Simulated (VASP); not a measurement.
Re: single point with PBE

The system is Re.

```
CELL_PARAMETERS angstrom
2.77482 0.00000 0.00000
-1.38741 2.40307 0.00000
0.00000 0.00000 4.48422
ATOMIC_POSITIONS crystal
Re 0.31627 0.63254 0.19581
Re 0.68373 0.36746 0.80419
```

This cell differs from its parent crystal: atoms displaced along several vibrational modes.

```json
{
 "Program": "VASP 6.6.1",
 "Task": "single point",
 "Functional": "PBE",
 "Potentials or basis": "VASP PAW PBE potentials, release 64 (Re_sv_GW)",
 "Cutoff": "560 eV",
 "k mesh": "18 × 18 × 10",
 "Occupations": "gaussian, width 0.15 eV",
 "Spin": "no spin polarisation",
 "Dipole correction": "no",
 "Further INCAR settings": "ALGO = Normal; EDIFF = 1e-06; NBANDS = 22"
}
```

```
Pressure               : 42.5 GPa
Largest force          : 8.671 eV/Å
Band gap on the k mesh : zero (bands 15 and 16 overlap by 2.74 eV)
```

Forces in eV/Å, atoms in the order of the input:
```
Re   0.000  1.510  8.538
Re   0.000 -1.510 -8.538
```

Stress tensor (GPa, compression positive):
```
44.71  0.00  0.00
 0.00 26.14 10.25
 0.00 10.25 56.50
```

Levels at points of the mesh, in eV from the Fermi level:
```
           k point  band 12  band 13  band 14  band 15  band 16  band 17  band 18  band 19
(0.00, 0.00, 0.00)    -2.85    -2.63    -2.63    -1.51     0.72     1.55     2.55     3.24
(0.50, 0.00, 0.00)    -2.72    -1.82    -1.49    -0.17     3.04     3.69     4.92     6.00
(0.00, 0.50, 0.00)    -3.17    -1.33    -0.85     0.61     3.36     3.66     5.13     5.44
(0.00, 0.00, 0.50)    -2.89    -2.89    -2.82    -2.72     0.72     1.38     2.40     3.65
(0.50, 0.00, 0.50)    -3.08    -1.46     0.89     1.36     2.12     2.58     3.13     4.66
(0.00, 0.50, 0.50)    -2.62    -2.43     0.65     0.94     2.25     2.66     3.72     4.33
```

Wall time 3.6 min on 1 thread of Intel(R) Xeon(R) Platinum 8488C (Sapphire Rapids), on a shared host, peak memory 0.62 GiB.

Caveat: the cell differs from its parent crystal (atoms displaced along several vibrational modes); the stress differs along the axes, from 26 to 56 GPa; spin-orbit coupling is left out, which moves the levels of the heavy elements; forces of over 1 eV/Å act on the atoms, so gaps and moduli don't describe the material at rest.
